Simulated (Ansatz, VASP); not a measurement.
One calculation of SiC5, two programs

INCAR

```
SYSTEM = SiC5
PREC = Accurate
ENCUT = 520
EDIFF = 1E-6
ISMEAR = 0
SIGMA = 0.1
LREAL = .FALSE.
LASPH = .TRUE.
NELM = 150
ALGO = Normal
ISIF = 2
LWAVE = .FALSE.
LCHARG = .FALSE.
ISPIN = 2
MAGMOM = 0 1 1 1 1 1
LORBIT = 11
GGA = PE
NBANDS = 25
```

The input KPOINTS:

```
regular mesh
0
G
  6 6 4
  0 0 0
```

Contents of POSCAR:

```
SiC5
1.0
    3.5850644920      0.0000000000      0.0000000000
   -1.7925322460      3.1047569242      0.0000000000
    0.0000000000      0.0000000000      7.4364509378
Si C
1 5
Direct
    0.0000000000      0.0000000000      0.5000000000
    0.3333333333      0.6666666667      0.5000000000
    0.0000000000      0.7746795231      0.0000000000
    0.7746795231      0.0000000000      0.0000000000
    0.2253204769      0.2253204769      0.0000000000
    0.6666666667      0.3333333333      0.5000000000
```

Input for Ansatz:

```yaml
crystal:
  lattice:
    - [3.585064492, 0.0, 0.0]
    - [-1.792532246, 3.1047569242, 0.0]
    - [0.0, 0.0, 7.4364509378]
  atoms:
    - { symbol: Si, position: [0.0, 0.0, 0.5] }
    - { symbol: C, position: [0.3333333333, 0.6666666667, 0.5], spin: 1.0 }
    - { symbol: C, position: [0.0, 0.7746795231, 0.0], spin: 1.0 }
    - { symbol: C, position: [0.7746795231, 0.0, 0.0], spin: 1.0 }
    - { symbol: C, position: [0.2253204769, 0.2253204769, 0.0], spin: 1.0 }
    - { symbol: C, position: [0.6666666667, 0.3333333333, 0.5], spin: 1.0 }
basis:
  ecutwfc: 420
kpoints:
  mp_grid: { grid: [6, 6, 4] }
hamiltonian:
  xc: pbe
scf:
  occupations: { method: gaussian, width: 0.1 }
  lower_state_search: "off"
output:
  forces: true
  stress: true
  eigenvalues: true
  populations: true
magnetization:
  spin_polarized: true
```

Change from the starting cell: species swapped into the MgAu5 type (P-62m, No. 189).

Alike in both runs: task single point; functional PBE; k mesh 6 × 6 × 4; occupations gaussian, width 0.1 eV; collinear spin.

|  | VASP | Ansatz |
| --- | --- | --- |
| version | VASP 6.6.1 | Ansatz 0.2.0 |
| potentials or method | VASP PAW PBE potentials, release 64 (Si, C), cutoff 520 eV | scalar-relativistic, plane waves, PAW |
| valence electrons in the cell | 24 | 24 |

Ansatz gave:

```
gap on the k mesh at the Fermi level (eV)                     : none
pressure (GPa)                                                : 0.0
traceless stress, the component that is largest in VASP (GPa) : 0.22
rms of the force components (eV/Å)                            : 0.017
net moment per atom (μB)                                      : 0.04
size of the moment on the site where the two differ most (μB) : 0.04
```

Problem. Estimate VASP's values.

Solution. gap on the k mesh at the Fermi level (eV): none; pressure (GPa): 0.3; traceless stress, the component that is largest in VASP (GPa): -0.10; rms of the force components (eV/Å): 0.059; net moment per atom (μB): 0.04; size of the moment on the site where the two differ most (μB): 0.06.

Site moments also hang on the region over which each program counts them. Atom by atom the forces differ by 0.075 eV/Å (rms over components). A gap of «none» marks a metal or a gap that the smearing closes. Ansatz's warnings: seeded moment not kept.
